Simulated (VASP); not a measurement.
# W (Im-3m) in VASP: notebook

W is run at these levels: LDA; tasks: single point.

Program: VASP 6.6.1. These are calculated values, not measurements. Logs are shortened: lines on timing, memory, paths and dates and some standing lists are left out, and cuts for length are marked.

## (1) The cell of the first run

Symmetry: Im-3m, No. 229, cubic system. The conventional cell has a = 3.005 Å, b = 3.005 Å, c = 3.005 Å, α = 90.00°, β = 90.00°, γ = 90.00°. Within 3.4 Å of W (site symmetry m-3m) lie 14 W at 2.60 to 3.01 Å.

## (2) Single point, LDA (13.57 Å³/atom)

The input, INCAR:

```
PREC     = Accurate       # precision mode
ENCUT    = 520            # plane-wave cutoff, eV
EDIFF    = 1E-6           # SCF threshold, eV
ISMEAR   = 0              # smearing method
SIGMA    = 0.15           # smearing width, eV
LREAL    = False          # projectors in reciprocal space
LASPH    = True           # aspherical terms in the spheres
NELM     = 100            # most SCF steps
ALGO     = Normal         # electronic algorithm
ISIF     = 2              # what is computed and relaxed
LWAVE    = False          # write WAVECAR
LCHARG   = False          # write CHGCAR
NBANDS   = 13             # bands
```

The input, KPOINTS:

```
regular mesh
0
Gamma
  22 22 22
```

The input, POSCAR:

```
W
1.0
   -1.5026619399      1.5026619399      1.5026619399
    1.5026619399     -1.5026619399      1.5026619399
    1.5026619399      1.5026619399     -1.5026619399
W
1
Direct
    0.0000000000      0.0000000000      0.0000000000
```

Potentials or basis: VASP PAW LDA potentials, release 64 (W_sv).

On the command line:

```bash
$ cat potpaw_LDA.64/W_sv/POTCAR > POTCAR
$ mpirun -np 1 vasp_std > vasp.out
```

OUTCAR:

```text
PREC = Accurate
   ENCUT = 520
   EDIFF = 1E-6
   ISMEAR = 0
   LREAL = False
   LASPH = True
   NELM = 100
   ISIF = 2

 ion  position               nearest neighbor table
   1  0.000  0.000  0.000-

  LATTYP: Found a body centered cubic cell.
 ALAT       =     3.0053238798

  Lattice vectors:

 A1 = (  -1.5026619399,   1.5026619399,   1.5026619399)
 A2 = (   1.5026619399,  -1.5026619399,   1.5026619399)
 A3 = (   1.5026619399,   1.5026619399,  -1.5026619399)

Analysis of symmetry for initial positions (statically):
=====================================================================
 Subroutine PRICEL returns:
 Original cell was already a primitive cell.

 Routine SETGRP: Setting up the symmetry group for a
 body centered cubic supercell.

 Subroutine GETGRP returns: Found 48 space group operations
 (whereof 48 operations were pure point group operations)
 out of a pool of 48 trial point group operations.

The static configuration has the point symmetry O_h .

Analysis of symmetry for dynamics (positions and initial velocities):
=====================================================================
 Subroutine PRICEL returns:
 Original cell was already a primitive cell.

 Routine SETGRP: Setting up the symmetry group for a
 body centered cubic supercell.

 Subroutine GETGRP returns: Found 48 space group operations
 (whereof 48 operations were pure point group operations)
 out of a pool of 48 trial point group operations.

The dynamic configuration has the point symmetry O_h .

 Subroutine INISYM returns: Found 48 space group operations
 (whereof 48 operations are pure point group operations),
 and found     1 'primitive' translations

----------------------------------------------------------------------------------------

                                     Primitive cell

  volume of cell :      13.5720

  direct lattice vectors                    reciprocal lattice vectors
    -1.502661940  1.502661940  1.502661940     0.000000000  0.332742839  0.332742839
     1.502661940 -1.502661940  1.502661940     0.332742839  0.000000000  0.332742839
     1.502661940  1.502661940 -1.502661940     0.332742839  0.332742839  0.000000000

  length of vectors
     2.602686827  2.602686827  2.602686827     0.470569436  0.470569436  0.470569436

  position of ions in fractional coordinates (direct lattice)
     0.000000000  0.000000000  0.000000000

  ion indices of the primitive-cell ions
   primitive index   ion index
                 1           1

----------------------------------------------------------------------------------------

 KPOINTS: regular mesh

Automatic generation of k-mesh.
 Grid dimensions read from file:
 generate k-points for:   22   22   22

 Generating k-lattice:

  Cartesian coordinates                     Fractional coordinates (reciprocal lattice)
     0.000000000  0.015124675  0.015124675     0.045454545  0.000000000  0.000000000
     0.015124675  0.000000000  0.015124675     0.000000000  0.045454545  0.000000000
     0.015124675  0.015124675  0.000000000     0.000000000  0.000000000  0.045454545

  Length of vectors
     0.021389520  0.021389520  0.021389520

  Shift w.r.t. Gamma in fractional coordinates (k-lattice)
     0.000000000  0.000000000  0.000000000

 Subroutine IBZKPT returns following result:
 ===========================================

 Found    328 irreducible k-points:

 Following reciprocal coordinates:
            Coordinates               Weight
  0.000000  0.000000  0.000000      1.000000
  0.045455  0.000000  0.000000     12.000000
  0.090909  0.000000  0.000000     12.000000
  0.136364  0.000000  0.000000     12.000000
  0.181818  0.000000  0.000000     12.000000
  0.227273  0.000000  0.000000     12.000000
[... 16 lines left out ...]
  0.090909  0.090909  0.000000     24.000000
  0.136364  0.090909  0.000000     48.000000
 [... further k-points ...]
   k-points           NKPTS =    328   k-points in BZ     NKDIM =    328   number of bands    NBANDS=     13
   number of dos      NEDOS =    301   number of ions     NIONS =      1
   total plane-waves  NPLWV =   8000
   dimension x,y,z NGX =    20 NGY =   20 NGZ =   20
   dimension x,y,z NGXF=    40 NGYF=   40 NGZF=   40
   ions per type =               1
   NGX,Y,Z   is equivalent  to a cutoff of  12.77, 12.77, 12.77 a.u.
   NGXF,Y,Z  is equivalent  to a cutoff of  25.55, 25.55, 25.55 a.u.
 SYSTEM =  unknown system
   PREC   = accura    normal or accurate (medium, high low for compatibility)
   ISTART =      0    job   : 0-new  1-cont  2-samecut
   ICHARG =      2    charge: 1-file 2-atom 10-const
   ISPIN  =      1    spin polarized calculation?
   LNONCOLLINEAR =      F non collinear calculations
   LSORBIT =      F    spin-orbit coupling
   LASPH  =      T    aspherical Exc in radial PAW
   ENCUT  =  520.0 eV  38.22 Ry    6.18 a.u.   4.84  4.84  4.84*2*pi/ulx,y,z
   NELM   =    100;   NELMIN=  2; NELMDL= -5     # of ELM steps
   EDIFF  = 0.1E-05   stopping-criterion for ELM
   LREAL  =      F    real-space projection
   EDIFFG = 0.1E-04   stopping-criterion for IOM
   NSW    =      0    number of steps for IOM
   IBRION =     -1    ionic relax: 0-MD 1-quasi-New 2-CG
   NFREE  =      0    steps in history (QN), initial steepest desc. (CG)
   ISIF   =      2    stress and relaxation
   ISYM   =      2    0-nonsym 1-usesym 2-fastsym
   POTIM  = 0.5000    time-step for ionic-motion
   TEBEG  =    0.0;   TEEND  =   0.0 temperature during run
   PSTRESS=    0.0 pullay stress
   NELECT =      14.0000    total number of electrons
   NUPDOWN=      -1.0000    fix difference up-down
   EMIN   =  10.00;   EMAX   =-10.00  energy-range for DOS
   EFERMI =   0.00;   METHOD = LEGACY
   ISMEAR =     0;   SIGMA  =   0.15  broadening in eV -4-tet -1-fermi 0-gaus
   EFERMI_NEDOS =   21; number of points for ismear=-14 and -15
   IALGO  =     38    algorithm
   IMIX   =      4    mixing-type and parameters
     AMIX     =   0.40;   BMIX     =  1.00
     AMIX_MAG =   1.60;   BMIX_MAG =  1.00
  volume/ion in A,a.u.               =      13.57        91.59
  Fermi-wavevector in a.u.,A,eV,Ry     =   1.654130  3.125852 37.227514  2.736145
  Thomas-Fermi vector in A             =   2.742450
   LORBIT       =      0    0 simple, 1 ext, 2 COOP (PROOUT), +10 PAW based schemes
   GGA     = CA    functional components
   LHFCALC =     F    Hartree Fock is set to
   AEXX    =    0.0000 exact exchange contribution
   IVDW    =     0    specifies the selected vdW correction
   LEPSILON=     F    determine dielectric tensor
   LRPA    =     F    only Hartree local field effects (RPA)
 non-spin polarized calculation
 Gauss-broadening in eV      SIGMA  =   0.15
  energy-cutoff  :      520.00
  volume of cell :       13.57
 maximum number of plane-waves:       376
   NGX =  9   NGY =  9   NGZ =  9

 number of electron      14.0000004 magnetization

 Free energy of the ion-electron system (eV)
  ---------------------------------------------------
  ext. energy  EPLUGINS =         0.00000000
  ---------------------------------------------------
  free energy    TOTEN  =       -13.78942954 eV

  energy without entropy =      -13.78371556  energy(sigma->0) =      -13.78657255

 E-fermi :  13.7791     XC(G=0): -14.7211

 val. band max:       13.7719721085   @ k =  -0.2727   0.2727   0.1364
 cond. band min:      13.7845464213   @ k =  -0.3636   0.4091   0.2727
 fundamental gap:      0.0125743129
 Fermi energy:        13.7791106992

 k-point     1 :       0.0000    0.0000    0.0000
  band No.  band energies     occupation
      1     -59.8758      2.00000
      2     -23.3645      2.00000
      3     -23.3645      2.00000
      4     -23.3645      2.00000
      5       3.3857      2.00000
      6      12.1687      2.00000
      7      12.1687      2.00000
      8      12.1687      2.00000
      9      16.2924      0.00000
     10      16.2924      0.00000
     11      28.6149      0.00000
     12      28.6149      0.00000
     13      28.6149      0.00000

 k-point     2 :       0.0455    0.0000    0.0000
  band No.  band energies     occupation
      1     -59.8704      2.00000
      2     -23.4136      2.00000
      3     -23.3791      2.00000
      4     -23.3650      2.00000
      5       3.5097      2.00000
      6      12.0904      2.00000
      7      12.1528      2.00000
      8      12.2882      2.00000
      9      16.1549      0.00000
     10      16.2907      0.00000
     11      28.7280      0.00000
     12      28.8186      0.00000
     13      28.9539      0.00000

 k-point     3 :       0.0909    0.0000    0.0000
  band No.  band energies     occupation
      1     -59.8546      2.00000
      2     -23.5550      2.00000
      3     -23.4215      2.00000
      4     -23.3663      2.00000
      5       3.8690      2.00000
      6      11.8697      2.00000
      7      12.0893      2.00000
      8      12.6441      2.00000
      9      15.8337      0.00000
     10      16.2908      0.00000
     11      29.0396      0.00000
     12      29.4152      0.00000
     13      29.8748      0.00000
[... 305 lines left out ...]
 k-point    23 :       0.0909    0.0909    0.0000
  band No.  band energies     occupation
      1     -59.8154      2.00000
      2     -23.8926      2.00000
      3     -23.4859      2.00000
      4     -23.4117      2.00000
      5       4.7457      2.00000
      6      11.4976      2.00000
      7      11.6501      2.00000
      8      13.6669      1.70982
      9      15.2573      0.00000
     10      16.4736      0.00000
     11      29.6789      0.00000
     12      30.9789      0.00000
     13      31.5881      0.00000

 k-point    24 :       0.1364    0.0909    0.0000
  band No.  band energies     occupation
      1     -59.7845      2.00000
      2     -24.1403      2.00000
      3     -23.5658      2.00000
      4     -23.4267      2.00000
      5       5.4116      2.00000
      6      11.1544      2.00000
      7      11.3869      2.00000
      8      14.5126      0.00000
      9      15.0814      0.00000
     10      16.6342      0.00000
     11      30.1658      0.00000
     12      31.6129      0.00000
     13      32.6448      0.00000

 [... further k-points ...]

------------------------ aborting loop because EDIFF is reached ----------------------------------------

  FORCE on cell =-STRESS in cart. coord.  units (eV):
  Direction    XX          YY          ZZ          XY          YZ          ZX
  --------------------------------------------------------------------------------------
  -------------------------------------------------------------------------------------
  Total        4.9759883      4.9759883      4.9759883      0.0000000     -0.0000000      0.0000000
  in kB      587.4164161    587.4164161    587.4164161      0.0000000     -0.0000000      0.0000000
  external PRESSURE =     587.4164161 kB  Pullay stress =       0.0000000 kB

 VOLUME and BASIS-vectors are now :
 -----------------------------------------------------------------------------
  energy-cutoff  :      520.00
  volume of cell :       13.57
      direct lattice vectors                 reciprocal lattice vectors
    -1.502661940  1.502661940  1.502661940     0.000000000  0.332742839  0.332742839
     1.502661940 -1.502661940  1.502661940     0.332742839  0.000000000  0.332742839
     1.502661940  1.502661940 -1.502661940     0.332742839  0.332742839  0.000000000

 POSITION                                       TOTAL-FORCE (eV/Angst)
 -----------------------------------------------------------------------------------
      0.00000      0.00000      0.00000         0.000000      0.000000     -0.000000
 -----------------------------------------------------------------------------------
    total drift:                                0.000000      0.000000      0.000000

  FREE ENERGIE OF THE ION-ELECTRON SYSTEM (eV)
  ---------------------------------------------------
  free  energy   TOTEN  =       -13.7894295423 eV

  energy  without entropy=      -13.7837155611  energy(sigma->0) =      -13.78657255
```

Wall time 18 s (1 thread of Intel Xeon 6975P-C (Granite Rapids), shared host); peak memory 0.16 GiB.

What came out:

- Free energy: -13.7894 eV
- Pressure: 58.7 GPa
- Band gap on the k mesh: zero (bands 7 and 8 overlap by 7.93 eV)

Caveat: the cell stands under pressure; spin-orbit coupling is left out, which moves the levels of the heavy elements.

## (3) Single point, LDA (14.19 Å³/atom)

This run uses another cell than the first one, of 14.19 Å³/atom.

The input, INCAR:

```
ALGO = Normal
EDIFF = 1E-7
ENCUT = 520
ISIF = 2
ISMEAR = 0
LASPH = T
LCHARG = F
LREAL = F
LWAVE = F
NBANDS = 13
NELM = 80
PREC = Accurate
SIGMA = 0.15
```

The input, KPOINTS:

```
k-points
0
Gamma
  22 22 22
```

The input, POSCAR:

```
W
1.0
   -1.5250962942      1.5250962942      1.5250962942
    1.5250962942     -1.5250962942      1.5250962942
    1.5250962942      1.5250962942     -1.5250962942
W
1
Direct
    0.0000000000      0.0000000000      0.0000000000
```

Potentials or basis: VASP PAW LDA potentials, release 64 (W_sv).

On the command line:

```bash
$ cat potpaw_LDA.64/W_sv/POTCAR > POTCAR
$ mpirun -np 1 vasp_std > vasp.out
```

Run time: 19 s. Hardware: 1 thread of Intel Xeon 6975P-C (Granite Rapids), shared host; peak memory 0.16 GiB.

It converged, with:

```yaml
Free_energy: -13.9698 eV
Pressure: 35.5 GPa
Band_gap_on_the_k_mesh: zero (bands 7 and 8 overlap by 7.47 eV)
```

Levels at points of the mesh, in eV from the Fermi level:
| k point | band 5 | band 6 | band 7 | band 8 | band 9 | band 10 |
| --- | --- | --- | --- | --- | --- | --- |
| (0.00, 0.00, 0.00) | -10.17 | -1.51 | -1.51 | -1.51 | 2.41 | 2.41 |
| (0.50, 0.00, 0.00) | -7.06 | -4.20 | 1.28 | 2.40 | 3.50 | 7.16 |
| (0.50, 0.50, 0.50) | -6.85 | -6.85 | 5.96 | 5.96 | 5.96 | 9.29 |

Caveat: the cell stands under pressure; spin-orbit coupling is left out, which moves the levels of the heavy elements.

(Part 1 of 2 ends here.)
